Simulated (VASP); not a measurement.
# HfN (Fm-3m) in VASP: a series of runs

The runs below take HfN through single point, relaxation of cell and atoms, with r2SCAN.

Program: VASP 6.6.1. These are calculated values, not measurements. Logs are shortened: lines on timing, memory, paths and dates and some standing lists are left out, and cuts for length are marked.

## Step 1: The cell of the first run

Symmetry: Fm-3m, No. 225, cubic system. The conventional cell has a = 4.526 Å, b = 4.526 Å, c = 4.526 Å, α = 90.00°, β = 90.00°, γ = 90.00°. Within 3.0 Å of Hf (site symmetry m-3m) lie 6 N at 2.26 Å. Within 3.0 Å of N (site symmetry m-3m) lie 6 Hf at 2.26 Å.

## Step 2: Single point, r2SCAN

The input, POSCAR:

```
HfN
1.0
    0.0000000000      2.2628742935      2.2628742935
    2.2628742935      0.0000000000      2.2628742935
    2.2628742935      2.2628742935      0.0000000000
Hf N
1 1
Direct
    0.0000000000      0.0000000000      0.0000000000
    0.5000000000      0.5000000000      0.5000000000
```

The input, INCAR.step1:

```
SYSTEM = HfN
PREC     = Accurate       ! precision mode
ENCUT    = 520            ! plane-wave cutoff, eV
ISMEAR   = -1             ! smearing method
SIGMA    = 0.08           ! smearing width, eV
LREAL    = .FALSE.        ! projectors in reciprocal space
LASPH    = .TRUE.         ! aspherical terms in the spheres
NELM     = 80             ! most SCF steps
NBANDS   = 14             ! bands
GGA      = PE             ! functional
ALGO     = Normal         ! electronic algorithm
EDIFF    = 1E-4           ! SCF threshold, eV
LWAVE    = .TRUE.         ! write WAVECAR
LCHARG   = .FALSE.        ! write CHGCAR
```

The input, INCAR.step2:

```
SYSTEM = HfN
PREC     = Accurate       ! precision mode
ENCUT    = 520            ! plane-wave cutoff, eV
EDIFF    = 1E-7           ! SCF threshold, eV
ISMEAR   = -1             ! smearing method
SIGMA    = 0.08           ! smearing width, eV
LREAL    = .FALSE.        ! projectors in reciprocal space
LASPH    = .TRUE.         ! aspherical terms in the spheres
NELM     = 80             ! most SCF steps
ALGO     = Normal         ! electronic algorithm
ISIF     = 2              ! what is computed and relaxed
LWAVE    = .FALSE.        ! write WAVECAR
LCHARG   = .FALSE.        ! write CHGCAR
METAGGA  = R2SCAN         ! meta-GGA
LMIXTAU  = .TRUE.       
NBANDS   = 14             ! bands
ISTART   = 1
```

The input, KPOINTS:

```
Automatic mesh
0
G
  18 18 18
  0 0 0
```

Potentials or basis: VASP PAW PBE potentials, release 64 (Hf_pv, N).

On the command line:

```console
cat potpaw_PBE.64/Hf_pv/POTCAR potpaw_PBE.64/N/POTCAR > POTCAR
cp INCAR.step1 INCAR
mpirun -np 1 vasp_std > vasp.out
cp INCAR.step2 INCAR
mpirun -np 1 vasp_std > vasp.out
```

OUTCAR:

```text
SYSTEM = HfN
   PREC = Accurate
   ENCUT = 520
   EDIFF = 1E-7
   ISMEAR = -1
   LREAL = .FALSE.
   LASPH = .TRUE.
   NELM = 80
   ISIF = 2
   METAGGA = R2SCAN
   ISTART = 1

 ion  position               nearest neighbor table
   1  0.000  0.000  0.000-   2 2.26   2 2.26   2 2.26   2 2.26   2 2.26   2 2.26
   2  0.500  0.500  0.500-   1 2.26   1 2.26   1 2.26   1 2.26   1 2.26   1 2.26

  LATTYP: Found a face centered cubic cell.
 ALAT       =     4.5257485870

  Lattice vectors:

 A1 = (   0.0000000000,   2.2628742935,   2.2628742935)
 A2 = (   2.2628742935,   0.0000000000,   2.2628742935)
 A3 = (   2.2628742935,   2.2628742935,   0.0000000000)

Analysis of symmetry for initial positions (statically):
=====================================================================
 Subroutine PRICEL returns:
 Original cell was already a primitive cell.

 Routine SETGRP: Setting up the symmetry group for a
 face centered cubic supercell.

 Subroutine GETGRP returns: Found 48 space group operations
 (whereof 48 operations were pure point group operations)
 out of a pool of 48 trial point group operations.

The static configuration has the point symmetry O_h .

Analysis of symmetry for dynamics (positions and initial velocities):
=====================================================================
 Subroutine PRICEL returns:
 Original cell was already a primitive cell.

 Routine SETGRP: Setting up the symmetry group for a
 face centered cubic supercell.

 Subroutine GETGRP returns: Found 48 space group operations
 (whereof 48 operations were pure point group operations)
 out of a pool of 48 trial point group operations.

The dynamic configuration has the point symmetry O_h .

 Subroutine INISYM returns: Found 48 space group operations
 (whereof 48 operations are pure point group operations),
 and found     1 'primitive' translations

----------------------------------------------------------------------------------------

                                     Primitive cell

  volume of cell :      23.1745

  direct lattice vectors                    reciprocal lattice vectors
     0.000000000  2.262874293  2.262874293    -0.220957921  0.220957921  0.220957921
     2.262874293  0.000000000  2.262874293     0.220957921 -0.220957921  0.220957921
     2.262874293  2.262874293  0.000000000     0.220957921  0.220957921 -0.220957921

  length of vectors
     3.200187516  3.200187516  3.200187516     0.382710346  0.382710346  0.382710346

[... 88 lines left out ...]
   POTIM  = 0.5000    time-step for ionic-motion
   TEBEG  =    0.0;   TEEND  =   0.0 temperature during run
   PSTRESS=    0.0 pullay stress
   NELECT =      15.0000    total number of electrons
   NUPDOWN=      -1.0000    fix difference up-down
   EMIN   =  10.00;   EMAX   =-10.00  energy-range for DOS
   EFERMI =   0.00;   METHOD = LEGACY
   ISMEAR =    -1;   SIGMA  =   0.08  broadening in eV -4-tet -1-fermi 0-gaus
   EFERMI_NEDOS =   21; number of points for ismear=-14 and -15
   IALGO  =     38    algorithm
   IMIX   =      4    mixing-type and parameters
     AMIX     =   0.40;   BMIX     =  1.00
     AMIX_MAG =   1.60;   BMIX_MAG =  1.00
  volume/ion in A,a.u.               =      11.59        78.19
  Fermi-wavevector in a.u.,A,eV,Ry     =   1.416125  2.676088 27.285247  2.005409
  Thomas-Fermi vector in A             =   2.537492
   LORBIT       =      0    0 simple, 1 ext, 2 COOP (PROOUT), +10 PAW based schemes
   METAGGA = R2SCAN    functional components
   LHFCALC =     F    Hartree Fock is set to
   AEXX    =    0.0000 exact exchange contribution
   IVDW    =     0    specifies the selected vdW correction
   LEPSILON=     F    determine dielectric tensor
   LRPA    =     F    only Hartree local field effects (RPA)
 non-spin polarized calculation
  energy-cutoff  :      520.00
  volume of cell :       23.17
 maximum number of plane-waves:       637
   NGX = 11   NGY = 11   NGZ = 11

 number of electron      15.0000000 magnetization

 Free energy of the ion-electron system (eV)
  ---------------------------------------------------
  ext. energy  EPLUGINS =         0.00000000
  ---------------------------------------------------
  free energy    TOTEN  =       -58.23992978 eV

  energy without entropy =      -58.22700874  energy(sigma->0) =      -58.23346926

 E-fermi :   8.4768     XC(G=0): -13.5317

 val. band max:        8.4504463418   @ k =   0.4444   0.2222   0.1111
 cond. band min:       8.5250766220   @ k =  -0.1111   0.0556   0.0000
 fundamental gap:      0.0746302802
 Fermi energy:         8.4768419605

 k-point     1 :       0.0000    0.0000    0.0000
  band No.  band energies     occupation
      1     -24.0713      2.00000
      2     -24.0713      2.00000
      3     -24.0713      2.00000
      4     -10.1846      2.00000
      5       5.0644      2.00000
      6       5.0644      2.00000
      7       5.0644      2.00000
      8       8.1501      1.96688
      9       8.1501      1.96688
     10       8.1501      1.96688
     11      10.4837      0.00000
     12      10.4837      0.00000
     13      10.4959      0.00000
     14      18.5191      0.00000
[... 377 lines left out ...]
      1     -24.5436      2.00000
      2     -24.1420      2.00000
      3     -24.0978      2.00000
      4      -9.0125      2.00000
      5       1.6884      2.00000
      6       2.9547      2.00000
      7       3.3404      2.00000
      8       8.9159      0.00823
      9       9.4698      0.00001
     10      10.3418      0.00000
     11      12.6110      0.00000
     12      13.9069      0.00000
     13      14.3278      0.00000
     14      19.4359      0.00000

 [... further k-points ...]

------------------------ aborting loop because EDIFF is reached ----------------------------------------

  FORCE on cell =-STRESS in cart. coord.  units (eV):
  Direction    XX          YY          ZZ          XY          YZ          ZX
  --------------------------------------------------------------------------------------
  -------------------------------------------------------------------------------------
  Total       -0.3882102     -0.3882102     -0.3882102      0.0000000      0.0000000      0.0000000
  in kB      -26.8389947    -26.8389947    -26.8389947      0.0000000      0.0000000      0.0000000
  external PRESSURE =     -26.8389947 kB  Pullay stress =       0.0000000 kB

 VOLUME and BASIS-vectors are now :
 -----------------------------------------------------------------------------
  energy-cutoff  :      520.00
  volume of cell :       23.17
      direct lattice vectors                 reciprocal lattice vectors
     0.000000000  2.262874293  2.262874293    -0.220957921  0.220957921  0.220957921
     2.262874293  0.000000000  2.262874293     0.220957921 -0.220957921  0.220957921
     2.262874293  2.262874293  0.000000000     0.220957921  0.220957921 -0.220957921

 POSITION                                       TOTAL-FORCE (eV/Angst)
 -----------------------------------------------------------------------------------
      0.00000      0.00000      0.00000        -0.000000      0.000000     -0.000000
      2.26287      2.26287      2.26287         0.000000     -0.000000      0.000000
 -----------------------------------------------------------------------------------
    total drift:                                0.000000     -0.000000     -0.000000

  FREE ENERGIE OF THE ION-ELECTRON SYSTEM (eV)
  ---------------------------------------------------
  free  energy   TOTEN  =       -58.2399297799 eV

  energy  without entropy=      -58.2270087394  energy(sigma->0) =      -58.23346926
```

OUTCAR.step1:

```text
SYSTEM = HfN
   PREC = Accurate
   ENCUT = 520
   ISMEAR = -1
   LREAL = .FALSE.
   LASPH = .TRUE.
[... 628 lines left out ...]
      0.00000      0.00000      0.00000        -0.000000     -0.000000     -0.000000
      2.26287      2.26287      2.26287         0.000000      0.000000      0.000000
 -----------------------------------------------------------------------------------
    total drift:                                0.000000     -0.000000     -0.000000

  FREE ENERGIE OF THE ION-ELECTRON SYSTEM (eV)
  ---------------------------------------------------
  free  energy   TOTEN  =       -21.7625256291 eV

  energy  without entropy=      -21.7491218042  energy(sigma->0) =      -21.75582372
```

OSZICAR.step1:

```text
N       E                     dE             d eps       ncg     rms          rms(c)
DAV:   1     0.393819795972E+02    0.39382E+02   -0.78103E+03  5460   0.101E+03
DAV:   2    -0.226929470314E+02   -0.62075E+02   -0.58226E+02  7264   0.237E+02
DAV:   3    -0.247610787796E+02   -0.20681E+01   -0.20604E+01  6288   0.352E+01
DAV:   4    -0.247687995344E+02   -0.77208E-02   -0.77198E-02  6558   0.254E+00
DAV:   5    -0.247688476728E+02   -0.48138E-04   -0.48138E-04  6266   0.171E-01    0.485E+01
DAV:   6    -0.218706214245E+02    0.28982E+01   -0.82561E+00  5964   0.221E+01    0.413E+01
DAV:   7    -0.217904689024E+02    0.80153E-01   -0.45606E-01  6864   0.604E+00    0.265E+01
DAV:   8    -0.217684215700E+02    0.22047E-01   -0.11109E-01  6336   0.288E+00    0.610E+00
DAV:   9    -0.217626307083E+02    0.57909E-02   -0.15757E-02  6102   0.101E+00    0.197E+00
DAV:  10    -0.217625576090E+02    0.73099E-04   -0.10338E-03  7260   0.312E-01    0.446E-01
DAV:  11    -0.217625256291E+02    0.31980E-04   -0.66450E-05  3714   0.833E-02
   1 F= -.21762526E+02 E0= -.21755824E+02  d E =-.134038E-01
```

It took 4 min on 1 thread of Intel Xeon 8259CL, shared host; peak memory 0.2 GiB.

What came out:

```
Free energy            : -58.2399 eV
Pressure               : -2.7 GPa
Band gap on the k mesh : zero (an odd number of electrons rules out a gap without spin polarisation)
```

Caveat: the PAW data sets were made with another functional, which shifts forces and pressure a little; spin-orbit coupling is left out, which moves the levels of the heavy elements; an odd number of electrons without spin polarisation forces a metal; a magnetic or distorted state may lie lower.

## Step 3: Single point, r2SCAN

The input, POSCAR:

```
HfN
1.0
    0.0000000000      2.2628687531      2.2628687531
    2.2628687531      0.0000000000      2.2628687531
    2.2628687531      2.2628687531      0.0000000000
Hf N
1 1
Direct
    0.0000000000      0.0000000000      0.0000000000
    0.5000000000      0.5000000000      0.5000000000
```

The input, INCAR.step1:

```
PREC = Accurate
ENCUT = 520
ISMEAR = -1
SIGMA = 0.08
LREAL = False
LASPH = True
NELM = 80
NBANDS = 14
GGA = PE
ALGO = Normal
EDIFF = 1E-4
LWAVE = True
LCHARG = False
```

The input, INCAR.step2:

```
PREC = Accurate
ENCUT = 520
EDIFF = 1E-6
ISMEAR = -1
SIGMA = 0.08
LREAL = False
LASPH = True
NELM = 80
ALGO = Normal
ISIF = 2
LWAVE = False
LCHARG = False
METAGGA = R2SCAN
LMIXTAU = True
NBANDS = 14
ISTART = 1
```

The input, KPOINTS:

```
Automatic mesh
0
Gamma
  18 18 18
```

Potentials or basis: VASP PAW PBE potentials, release 64 (Hf_pv, N).

On the command line:

```console
cat potpaw_PBE.64/Hf_pv/POTCAR potpaw_PBE.64/N/POTCAR > POTCAR
cp INCAR.step1 INCAR
mpirun -np 1 vasp_std > vasp.out
cp INCAR.step2 INCAR
mpirun -np 1 vasp_std > vasp.out
```

Wall time 3.8 min (1 thread of Intel Xeon 8259CL, shared host); peak memory 0.2 GiB.

Results (log left out):

- Free energy: -58.2399 eV
- Pressure: -2.7 GPa
- Band gap on the k mesh: zero (an odd number of electrons rules out a gap without spin polarisation)

Levels at points of the mesh, in eV from the Fermi level:
```csv
k point,band 5,band 6,band 7,band 8,band 9,band 10,band 11,band 12
"(0.00, 0.00, 0.00)",-3.41,-3.41,-3.41,-0.33,-0.33,-0.33,2.01,2.01
"(0.50, 0.00, 0.00)",-9.30,-6.61,-6.61,3.37,3.76,3.76,4.59,9.02
"(0.50, 0.50, 0.00)",-5.93,-4.12,-4.12,-3.86,4.12,5.53,5.53,5.75
```

Caveat: the PAW data sets were made with another functional, which shifts forces and pressure a little; spin-orbit coupling is left out, which moves the levels of the heavy elements; an odd number of electrons without spin polarisation forces a metal; a magnetic or distorted state may lie lower.

## Step 4: Relaxation of cell and atoms, r2SCAN

This run uses another cell than the first one, of 11.48 Å³/atom.

The input, POSCAR:

```
HfN
1.0
    0.0000000000      2.2560000000      2.2560000000
    2.2560000000      0.0000000000      2.2560000000
    2.2560000000      2.2560000000      0.0000000000
Hf N
1 1
Direct
    0.0000000000      0.0000000000      0.0000000000
    0.5000000000      0.5000000000      0.5000000000
```

The input, INCAR.step1:

```
SYSTEM = HfN
  PREC = Accurate
  ENCUT = 600
  ISMEAR = -1
  SIGMA = 0.08
  LREAL = .False.
  LASPH = .True.
  NELM = 60
  GGA = PE
  ALGO = Normal
  EDIFF = 1E-4
  LWAVE = .True.
  LCHARG = .False.
```

The input, INCAR.step2:

```
SYSTEM = HfN
  PREC = Accurate
  ENCUT = 600
  EDIFF = 1E-6
  ISMEAR = -1
  SIGMA = 0.08
  LREAL = .False.
  LASPH = .True.
  NELM = 60
  ALGO = Normal
  ISIF = 3
  LWAVE = .False.
  LCHARG = .False.
  METAGGA = R2SCAN
  LMIXTAU = .True.
  IBRION = 2
  NSW = 100
  EDIFFG = -0.002
  ISTART = 1
```

The input, KPOINTS:

```
Automatic mesh
0
Gamma
  18 18 18
  0 0 0
```

On the command line:

```console
cat potpaw_PBE.64/Hf_pv/POTCAR potpaw_PBE.64/N/POTCAR > POTCAR
cp INCAR.step1 INCAR
mpirun -np 1 vasp_std > vasp.out
cp INCAR.step2 INCAR
mpirun -np 1 vasp_std > vasp.out
```

Wall time 15 min (1 thread of Intel Xeon 8259CL, shared host); peak memory 0.23 GiB.

It converged, with:

- Free energy: -58.2419 eV
- Ionic steps: 4
- Pressure after relaxing: 0.0 GPa
- Band gap on the k mesh: zero (an odd number of electrons rules out a gap without spin polarisation)

Final structure:
```
Hf N
1.0
     0.00000    2.25596    2.25596
     2.25596    0.00000    2.25596
     2.25596    2.25596    0.00000
Hf N
1 1
Direct
  0.00000 0.00000 0.00000
  0.50000 0.50000 0.50000
```

Levels at points of the mesh, in eV from the Fermi level:
| k point | band 5 | band 6 | band 7 | band 8 | band 9 | band 10 | band 11 |
| --- | --- | --- | --- | --- | --- | --- | --- |
| (0.00, 0.00, 0.00) | -3.42 | -3.42 | -3.42 | -0.33 | -0.33 | -0.33 | 2.11 |
| (0.50, 0.00, 0.00) | -9.36 | -6.66 | -6.66 | 3.41 | 3.81 | 3.81 | 4.64 |
| (0.50, 0.50, 0.00) | -5.93 | -4.13 | -4.13 | -3.90 | 4.17 | 5.60 | 5.60 |

Caveat: the PAW data sets were made with another functional, which shifts forces and pressure a little; spin-orbit coupling is left out, which moves the levels of the heavy elements; an odd number of electrons without spin polarisation forces a metal; a magnetic or distorted state may lie lower.

[end of part 1 of 2]

The gap in the log of VASP goes by the Fermi energy; the results here count the filled bands.